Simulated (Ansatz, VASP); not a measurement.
## Two plane-wave programs on SnSe2

INCAR

```
SYSTEM = SnSe2
PREC = Accurate ; ENCUT = 520
EDIFF = 1E-6 ; ISMEAR = 0
SIGMA = 0.05 ; LREAL = .False.
LASPH = .True. ; NELM = 80
ALGO = Normal ; ISIF = 2
LWAVE = .False. ; LCHARG = .False.
GGA = PS ; NBANDS = 20
```

File KPOINTS:

```
Automatic mesh
0
Gamma
  12 12 6
  0 0 0
```

Contents of POSCAR:

```
SnSe2
1.0
    3.8109987816      0.0000000000      0.0000000000
   -1.9054993908      3.4241875746      0.0000000000
    0.0000000000      0.0000000000      6.1370000000
Sn Se
1 2
Direct
    0.0000000000      0.0000000000      0.0000000000
    0.3333333333      0.6666666667      0.2500000000
    0.6666666667      0.3333333333      0.7500000000
```

Input for Ansatz:

```yaml
crystal:
  lattice:
    - [3.8109987816, 0.0, 0.0]
    - [-1.9054993908, 3.4241875746, 0.0]
    - [0.0, 0.0, 6.137]
  atoms:
    - { symbol: Sn, position: [0.0, 0.0, 0.0] }
    - { symbol: Se, position: [0.3333333333, 0.6666666667, 0.25] }
    - { symbol: Se, position: [0.6666666667, 0.3333333333, 0.75] }
basis:
  ecutwfc: 420
kpoints:
  mp_grid: { grid: [12, 12, 6] }
hamiltonian:
  xc: pbesol
scf:
  occupations: { method: gaussian, width: 0.05 }
output:
  forces: true
  stress: true
  eigenvalues: true
```

Change from the starting cell: strain +0.0375 x Voigt [0, 1, 0, 0, 0, 0], atoms carried along.

Alike in both runs: task single point; functional PBEsol; k mesh 12 × 12 × 6; occupations gaussian, width 0.05 eV; no spin polarisation.

|  | VASP | Ansatz |
| --- | --- | --- |
| version | VASP 6.6.1 | Ansatz 0.2.0 |
| potentials or method | VASP PAW PBE potentials, release 64 (Sn_d, Se), cutoff 520 eV | scalar-relativistic, plane waves, PAW |
| valence electrons in the cell | 26 | 46 |

|  | VASP | Ansatz | Ansatz less VASP |
| --- | --- | --- | --- |
| gap on the k mesh at the Fermi level (eV) | 0.44 | 0.45 | +0.005 |
| least direct gap on the mesh (eV) | 0.65 | 0.66 | +0.009 |
| pressure (GPa) | -0.2 | -0.3 | -0.11 |
| traceless stress, the component that is largest in VASP (GPa) | -2.16 | -2.16 | 0.000 |
| rms of the force components (eV/Å) | 0.147 | 0.139 | -0.0086 |

VASP's potentials were made for PBE, not for PBEsol. Atom by atom the forces differ by 0.009 eV/Å (rms over components). The functional is the same, so the differences come from potentials, cutoffs and numerics. VASP's potentials hold 26 valence electrons a cell and Ansatz's 46, so a difference there can come from the potentials and not from the codes.
